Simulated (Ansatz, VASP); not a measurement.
## Two plane-wave programs on GaAs

Contents of INCAR:

```
SYSTEM = GaAs
  PREC = Accurate
  ENCUT = 520
  EDIFF = 1E-6
  ISMEAR = 0
  SIGMA = 0.01
  LREAL = .False.
  LASPH = .True.
  NELM = 100
  ALGO = Normal
  ISIF = 2
  LWAVE = .False.
  LCHARG = .False.
  GGA = CA
  NBANDS = 16
```

File KPOINTS:

```
Automatic mesh
0
Gamma
  8 8 8
  0 0 0
```

POSCAR

```
GaAs
1.0
    0.0000000000      2.8330831922      2.8330831922
    2.8330831922      0.0000000000      2.8330831922
    2.8330831922      2.8330831922      0.0000000000
Ga As
1 1
Direct
    0.0000000000      0.0000000000      0.0000000000
    0.2500000000      0.2500000000      0.2500000000
```

Input for Ansatz:

```yaml
crystal:
  lattice:
    - [0.0, 2.8330831922, 2.8330831922]
    - [2.8330831922, 0.0, 2.8330831922]
    - [2.8330831922, 2.8330831922, 0.0]
  atoms:
    - { symbol: Ga, position: [0.0, 0.0, 0.0] }
    - { symbol: As, position: [0.25, 0.25, 0.25] }
kpoints:
  mp_grid: { grid: [8, 8, 8] }
  band_path:
    path:
      - [0.0, 0.0, 0.0]
      - [-0.5, -0.5, 0.0]
      - [-0.375, -0.375, 0.25]
      - [-0.375, 0.0, 0.375]
      - [0.0, 0.0, 0.5]
      - [-0.5, -0.25, 0.25]
    npoints: 1
hamiltonian:
  xc: lda
scf:
  occupations: { method: fixed }
  n_extra_bands: 4
output:
  forces: true
  stress: true
  eigenvalues: true
  write_density: true
  write_potential: true
  elf: true
  volumetric_format: npy
```

Alike in both runs: task single point; functional LDA; k mesh 8 × 8 × 8; no spin polarisation.

|  | VASP | Ansatz |
| --- | --- | --- |
| version | VASP 6.6.1 | Ansatz 0.2.0 |
| potentials or method | VASP PAW LDA potentials, release 64 (Ga_d, As) | plane waves, PAW |
| plane-wave cutoff (eV) | 520 | 420 |
| occupations | gaussian, width 0.01 eV | fixed |
| valence electrons in the cell | 18 | 28 |

|  | VASP | Ansatz | Ansatz less VASP |
| --- | --- | --- | --- |
| gap on the k mesh at the Fermi level (eV) | 0.28 | 0.23 | -0.047 |
| pressure (GPa) | -2.1 | -2.3 | -0.27 |

LDA's correlation is that of Perdew and Zunger in VASP and of Perdew and Wang (1992) in Ansatz. VASP's potentials hold 18 valence electrons a cell and Ansatz's 28, so a difference there can come from the potentials and not from the codes.
